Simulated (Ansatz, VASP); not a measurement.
# Re: VASP beside Ansatz

INCAR

```
SYSTEM = Re
PREC     = Accurate       ! precision mode
ENCUT    = 560            ! plane-wave cutoff, eV
EDIFF    = 1E-6           ! SCF threshold, eV
ISMEAR   = -1             ! smearing method
SIGMA    = 0.1            ! smearing width, eV
LREAL    = .False.        ! projectors in reciprocal space
LASPH    = .True.         ! aspherical terms in the spheres
NELM     = 120            ! most SCF steps
ALGO     = Normal         ! electronic algorithm
ISIF     = 2              ! what is computed and relaxed
LWAVE    = .False.        ! write WAVECAR
LCHARG   = .False.        ! write CHGCAR
GGA      = CA             ! functional
NBANDS   = 22             ! bands
GGA_COMPAT= .False.
```

Contents of KPOINTS:

```
regular mesh
0
Gamma
  11 11 11
  0 0 0
```

File POSCAR:

```
Re
1.0
    0.0000000000      2.7808411420      2.7808411420
    2.7808411420      0.0000000000      2.7808411420
    2.7808411420      2.7808411420      0.0000000000
Re
2
Direct
    0.1250000000      0.1250000000      0.1250000000
    0.8750000000      0.8750000000      0.8750000000
```

Input for Ansatz:

```yaml
crystal:
  lattice:
    - [0.0, 2.780841142, 2.780841142]
    - [2.780841142, 0.0, 2.780841142]
    - [2.780841142, 2.780841142, 0.0]
  atoms:
    - { symbol: Re, position: [0.125, 0.125, 0.125] }
    - { symbol: Re, position: [0.875, 0.875, 0.875] }
hamiltonian:
  xc: lda
  pseudopotentials:
    kind: paw
    azcp:
      Re: "pseudopotentials/Re.paw.azcp"
basis:
  ecutwfc: 420
  fft_grid_basis: typed
kpoints:
  mp_grid: { grid: [11, 11, 11], shift: [0, 0, 0] }
magnetization:
  spin_polarized: false
scf:
  occupations: { method: fermi_dirac, width: 0.1 }
  lower_state_search: "off"
output:
  stress: true
  write_density: true
  write_potential: true
  elf: true
  volumetric_format: npy
```

Alike in both runs: task single point; functional LDA; k mesh 11 × 11 × 11; occupations fermi-dirac, width 0.1 eV; no spin polarisation.

|  | VASP | Ansatz |
| --- | --- | --- |
| version | VASP 6.6.1 | Ansatz 0.2.0 |
| potentials or method | VASP PAW LDA potentials, release 64 (Re_sv_GW), cutoff 560 eV | plane waves (420 eV) with PAW, scalar-relativistic |
| valence electrons in the cell | 30 | 30 |

```tsv
	VASP	Ansatz	Ansatz less VASP
pressure (GPa)	-0.4	-0.1	+0.28
```

Ansatz warns that its potentials were made for another functional, while VASP's fit it. LDA's correlation is that of Perdew and Zunger in VASP and of Perdew and Wang (1992) in Ansatz.

Spin-orbit coupling is off throughout.
